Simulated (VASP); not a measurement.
# Sb2Au3 (R-3m) in VASP: relaxation of cell and atoms with PBE

Aim: the relaxation of cell and atoms of Sb2Au3 with PBE.

Everything below comes from runs of VASP 6.6.1. Logs are shortened: lines on timing, memory, paths and dates and some standing lists are left out, and cuts for length are marked.

### Step 1. The cell of the first run

It takes space group R-3m (No. 166, trigonal). Conventional cell: a = 7.754 Å, b = 7.754 Å, c = 9.266 Å, α = 90.00°, β = 90.00°, γ = 120.00°. Sb (site symmetry 3m) has 3 Au at 2.24 Å within 3.0 Å. Au (site symmetry 2/m) has 2 Sb at 2.24 Å within 3.0 Å.

The cell was built from a structure type or drawn by symmetry, and may not be a known phase.

### Step 2. Relaxation of cell and atoms, PBE

The input, INCAR:

```
SYSTEM = Sb2Au3
PREC = Accurate
ENCUT = 500
EDIFF = 1E-7
ISMEAR = 0
SIGMA = 0.1
LREAL = .FALSE.
LASPH = .TRUE.
NELM = 120
ALGO = Normal
ISIF = 3
LWAVE = .FALSE.
LCHARG = .FALSE.
GGA = PE
IBRION = 2
NSW = 90
EDIFFG = -0.04
GGA_COMPAT = .FALSE.
NELMIN = 4
```

The input, KPOINTS:

```
regular mesh
0
G
  3 3 3
  0 0 0
```

The input, POSCAR:

```
Sb2Au3
1.0
    3.8768152400      2.2382803200      3.0885642000
   -3.8768152400      2.2382803200      3.0885642000
    0.0000000000     -4.4765606500      3.0885642000
Sb Au
2 3
Direct
    0.8187567600      0.8187567600      0.8187567600
    0.1812432400      0.1812432400      0.1812432400
    0.0000000000      0.5000000000      0.0000000000
    0.0000000000      0.0000000000      0.5000000000
    0.5000000000      0.0000000000      0.0000000000
```

Potentials or basis: VASP PAW PBE potentials, release 64 (Sb_d_GW, Au_sv_GW).

The run is started by

```bash
> cat potpaw_PBE.64/Sb_d_GW/POTCAR potpaw_PBE.64/Au_sv_GW/POTCAR > POTCAR
> mpirun -np 1 vasp_std > vasp.out
```

OUTCAR:

```text
SYSTEM = Sb2Au3
   PREC = Accurate
   ENCUT = 500
   EDIFF = 1E-7
   ISMEAR = 0
   LREAL = .FALSE.
   LASPH = .TRUE.
   NELM = 120
   ISIF = 3
   GGA = PE
   IBRION = 2
   NSW = 90
   EDIFFG = -0.04
   NELMIN = 4

 ion  position               nearest neighbor table
   1  0.819  0.819  0.819-   3 2.24   5 2.24   4 2.24   2 3.36
   2  0.181  0.181  0.181-   3 2.24   5 2.24   4 2.24   1 3.36
   3  0.000  0.500  0.000-   1 2.24   2 2.24
   4  0.000  0.000  0.500-   1 2.24   2 2.24
   5  0.500  0.000  0.000-   1 2.24   2 2.24

  LATTYP: Found a trigonal (rhomboedric) cell.
 ALAT       =     5.4386417434
 COS(alpha) =    -0.0162470555

  Lattice vectors:

 A1 = (   3.8768152400,   2.2382803200,   3.0885642000)
 A2 = (  -3.8768152400,   2.2382803200,   3.0885642000)
 A3 = (   0.0000000000,  -4.4765606500,   3.0885642000)

Analysis of symmetry for initial positions (statically):
=====================================================================
 Subroutine PRICEL returns:
 Original cell was already a primitive cell.

 Routine SETGRP: Setting up the symmetry group for a
 trigonal (rhombohedral) supercell.

 Subroutine GETGRP returns: Found 12 space group operations
 (whereof 12 operations were pure point group operations)
 out of a pool of 12 trial point group operations.

The static configuration has the point symmetry D_3d.

Analysis of symmetry for dynamics (positions and initial velocities):
=====================================================================
 Subroutine PRICEL returns:
 Original cell was already a primitive cell.

 Routine SETGRP: Setting up the symmetry group for a
 trigonal (rhombohedral) supercell.

 Subroutine GETGRP returns: Found 12 space group operations
 (whereof 12 operations were pure point group operations)
 out of a pool of 12 trial point group operations.

The dynamic configuration has the point symmetry D_3d.

 Subroutine INISYM returns: Found 12 space group operations
 (whereof 12 operations are pure point group operations),
 and found     1 'primitive' translations

----------------------------------------------------------------------------------------

                                     Primitive cell

  volume of cell :     160.8042

  direct lattice vectors                    reciprocal lattice vectors
     3.876815240  2.238280320  3.088564200     0.128971841  0.074461927  0.107925014
    -3.876815240  2.238280320  3.088564200    -0.128971841  0.074461927  0.107925014
     0.000000000 -4.476560650  3.088564200     0.000000000 -0.148923855  0.107925013

  length of vectors
     5.438641743  5.438641743  5.438641749     0.183918795  0.183918795  0.183918795

  position of ions in fractional coordinates (direct lattice)
     0.818756760  0.818756760  0.818756760
     0.181243240  0.181243240  0.181243240
     0.000000000  0.500000000  1.000000000
     0.000000000  0.000000000  0.500000000
     0.500000000  0.000000000  1.000000000

  ion indices of the primitive-cell ions
   primitive index   ion index
                 1           1
                 2           2
                 3           3
                 4           4
                 5           5

----------------------------------------------------------------------------------------

 KPOINTS: regular mesh

Automatic generation of k-mesh.
 Grid dimensions read from file:
 generate k-points for:    3    3    3

 Generating k-lattice:

  Cartesian coordinates                     Fractional coordinates (reciprocal lattice)
     0.042990614  0.024820642  0.035975005     0.333333333  0.000000000 -0.000000000
    -0.042990614  0.024820642  0.035975005     0.000000000  0.333333333 -0.000000000
     0.000000000 -0.049641285  0.035975004    -0.000000000 -0.000000000  0.333333333

  Length of vectors
     0.061306265  0.061306265  0.061306265

  Shift w.r.t. Gamma in fractional coordinates (k-lattice)
     0.000000000  0.000000000  0.000000000

 Subroutine IBZKPT returns following result:
 ===========================================

 Found      6 irreducible k-points:

 Following reciprocal coordinates:
            Coordinates               Weight
  0.000000  0.000000  0.000000      1.000000
  0.333333  0.000000  0.000000      6.000000
  0.333333  0.333333  0.000000      6.000000
 -0.333333  0.333333  0.000000      6.000000
  0.333333  0.333333  0.333333      2.000000
 -0.333333  0.333333  0.333333      6.000000
   k-points           NKPTS =      6   k-points in BZ     NKDIM =      6   number of bands    NBANDS=     52
   number of dos      NEDOS =    301   number of ions     NIONS =      5
   total plane-waves  NPLWV =  64000
   dimension x,y,z NGX =    40 NGY =   40 NGZ =   40
   dimension x,y,z NGXF=    80 NGYF=   80 NGZF=   80
   ions per type =               2   3
   NGX,Y,Z   is equivalent  to a cutoff of  12.23, 12.23, 12.23 a.u.
   NGXF,Y,Z  is equivalent  to a cutoff of  24.45, 24.45, 24.45 a.u.
 SYSTEM =  Sb2Au3
   PREC   = accura    normal or accurate (medium, high low for compatibility)
   ISTART =      0    job   : 0-new  1-cont  2-samecut
   ICHARG =      2    charge: 1-file 2-atom 10-const
   ISPIN  =      1    spin polarized calculation?
   LNONCOLLINEAR =      F non collinear calculations
   LSORBIT =      F    spin-orbit coupling
   LASPH  =      T    aspherical Exc in radial PAW
   ENCUT  =  500.0 eV  36.75 Ry    6.06 a.u.   9.92  9.92  9.92*2*pi/ulx,y,z
   NELM   =    120;   NELMIN=  4; NELMDL= -5     # of ELM steps
   EDIFF  = 0.1E-06   stopping-criterion for ELM
   LREAL  =      F    real-space projection
   EDIFFG = -.4E-01   stopping-criterion for IOM
   NSW    =     90    number of steps for IOM
   IBRION =      2    ionic relax: 0-MD 1-quasi-New 2-CG
   NFREE  =      1    steps in history (QN), initial steepest desc. (CG)
   ISIF   =      3    stress and relaxation
   ISYM   =      2    0-nonsym 1-usesym 2-fastsym
   POTIM  = 0.5000    time-step for ionic-motion
   TEBEG  =    0.0;   TEEND  =   0.0 temperature during run
   PSTRESS=    0.0 pullay stress
   NELECT =      87.0000    total number of electrons
   NUPDOWN=      -1.0000    fix difference up-down
   EMIN   =  10.00;   EMAX   =-10.00  energy-range for DOS
   EFERMI =   0.00;   METHOD = LEGACY
   ISMEAR =     0;   SIGMA  =   0.10  broadening in eV -4-tet -1-fermi 0-gaus
   EFERMI_NEDOS =   21; number of points for ismear=-14 and -15
   IALGO  =     38    algorithm
   IMIX   =      4    mixing-type and parameters
     AMIX     =   0.40;   BMIX     =  1.00
     AMIX_MAG =   1.60;   BMIX_MAG =  1.00
  volume/ion in A,a.u.               =      32.16       217.03
  Fermi-wavevector in a.u.,A,eV,Ry     =   1.333978  2.520853 24.211541  1.779498
  Thomas-Fermi vector in A             =   2.462795
   LORBIT       =      0    0 simple, 1 ext, 2 COOP (PROOUT), +10 PAW based schemes
   GGA     = PE    functional components
   LHFCALC =     F    Hartree Fock is set to
   AEXX    =    0.0000 exact exchange contribution
   IVDW    =     0    specifies the selected vdW correction
   LEPSILON=     F    determine dielectric tensor
   LRPA    =     F    only Hartree local field effects (RPA)
 conjugate gradient relaxation of ions
 non-spin polarized calculation
 Gauss-broadening in eV      SIGMA  =   0.10
  energy-cutoff  :      500.00
  volume of cell :      160.80
 maximum number of plane-waves:      4094
   NGX = 19   NGY = 19   NGZ = 19

--------------------------------------- Ionic step        1  -------------------------------------------

 number of electron      86.9999915 magnetization

 Free energy of the ion-electron system (eV)
  ---------------------------------------------------
  ext. energy  EPLUGINS =         0.00000000
  ---------------------------------------------------
  free energy    TOTEN  =        -8.47946572 eV

  energy without entropy =       -8.46954257  energy(sigma->0) =       -8.47450415

------------------------ aborting loop because EDIFF is reached ----------------------------------------

  FORCE on cell =-STRESS in cart. coord.  units (eV):
  Direction    XX          YY          ZZ          XY          YZ          ZX
  --------------------------------------------------------------------------------------
  -------------------------------------------------------------------------------------
  Total       49.2727803     49.2727803     -1.5318920      0.0000000      0.0000000      0.0000000
  in kB      490.9306949    490.9306953    -15.2630481      0.0000000      0.0000000      0.0000000
  external PRESSURE =     322.1994473 kB  Pullay stress =       0.0000000 kB
[... 98 lines left out ...]
  FREE ENERGIE OF THE ION-ELECTRON SYSTEM (eV)
  ---------------------------------------------------
  free  energy   TOTEN  =       -13.2342523721 eV

  energy  without entropy=      -13.2007853404  energy(sigma->0) =      -13.21751886

 E-fermi :  -0.0539     XC(G=0):  -7.3660

 val. band max:       -0.0647293136   @ k =   0.3333   0.3333   0.0000
 cond. band min:       0.0024117008   @ k =   0.3333   0.0000   0.0000
 fundamental gap:      0.0671410143
 Fermi energy:        -0.0539269138

 k-point     1 :       0.0000    0.0000    0.0000
  band No.  band energies     occupation
      1    -104.1689      2.00000
      2    -104.1689      2.00000
      3    -104.1688      2.00000
      4     -55.7912      2.00000
      5     -55.7912      2.00000
      6     -55.7911      2.00000
[... 319 lines left out ...]
     51       5.7612      0.00000
     52       6.5864      0.00000

[... ionic steps 4 to 50 ...]

--------------------------------------- Ionic step       51  -------------------------------------------

 number of electron      87.0000009 magnetization

 E-fermi :   3.5052     XC(G=0):  -9.9982

 val. band max:        3.4590228321   @ k =   0.3333   0.0000   0.0000
 cond. band min:       3.5392451593   @ k =   0.3333   0.3333   0.0000
 fundamental gap:      0.0802223272
 Fermi energy:         3.5052170768

 k-point     1 :       0.0000    0.0000    0.0000
  band No.  band energies     occupation
      1    -101.1725      2.00000
      2    -101.1721      2.00000
      3    -101.1721      2.00000
      4     -52.7429      2.00000
      5     -52.7429      2.00000
      6     -52.7423      2.00000
[... 394 lines left out ...]
  energy  without entropy=      -15.3495542863  energy(sigma->0) =      -15.36133665

--------------------------------------- Ionic step       53  -------------------------------------------

 number of electron      87.0000028 magnetization

 Free energy of the ion-electron system (eV)
  ---------------------------------------------------
  ext. energy  EPLUGINS =         0.00000000
  ---------------------------------------------------
  free energy    TOTEN  =       -15.37349346 eV

  energy without entropy =      -15.35007661  energy(sigma->0) =      -15.36178504

 E-fermi :   3.5796     XC(G=0): -10.0399

 val. band max:        3.5307175842   @ k =   0.3333   0.0000   0.0000
 cond. band min:       3.6151899367   @ k =   0.3333   0.3333   0.0000
 fundamental gap:      0.0844723525
 Fermi energy:         3.5796429129

 k-point     1 :       0.0000    0.0000    0.0000
  band No.  band energies     occupation
      1    -101.1220      2.00000
      2    -101.1216      2.00000
      3    -101.1216      2.00000
      4     -52.6961      2.00000
      5     -52.6961      2.00000
      6     -52.6954      2.00000
[... 351 lines left out ...]
  FREE ENERGIE OF THE ION-ELECTRON SYSTEM (eV)
  ---------------------------------------------------
  free  energy   TOTEN  =       -15.3734934628 eV

  energy  without entropy=      -15.3500766097  energy(sigma->0) =      -15.36178504

 reached required accuracy - stopping structural energy minimisation
```

It took 28 min on 1 thread of Intel Xeon 6975P-C (Granite Rapids), shared host; peak memory 0.28 GiB.

What came out:

| Property | Result |
| --- | --- |
| Free energy | -15.3735 eV |
| Relaxed volume | 28.02 Å³/atom |
| Relaxed cell | a = 5.442 Å, b = 5.442 Å, c = 5.442 Å, α = 105.27°, β = 105.27°, γ = 105.27° |
| Space group after relaxing (to 0.1 Å) | R-3m (No. 166) |
| Pressure after relaxing | 0.0 GPa |
| Band gap on the k mesh | zero (an odd number of electrons rules out a gap without spin polarisation) |

Final structure:
```
Sb Au
1.0
     4.32547    2.49731    2.16156
    -4.32547    2.49731    2.16156
     0.00000   -4.99462    2.16156
Sb Au
2 3
Direct
  0.71522 0.71522 0.71522
  0.28478 0.28478 0.28478
  0.00000 0.50000 0.00000
  0.00000 0.00000 0.50000
  0.50000 0.00000 0.00000
```

Caveat: the k points lie up to 0.43 Å⁻¹ apart in the final cell, too coarse for converged energies and pressures of a metal; spin-orbit coupling is left out, which moves the levels of the heavy elements.
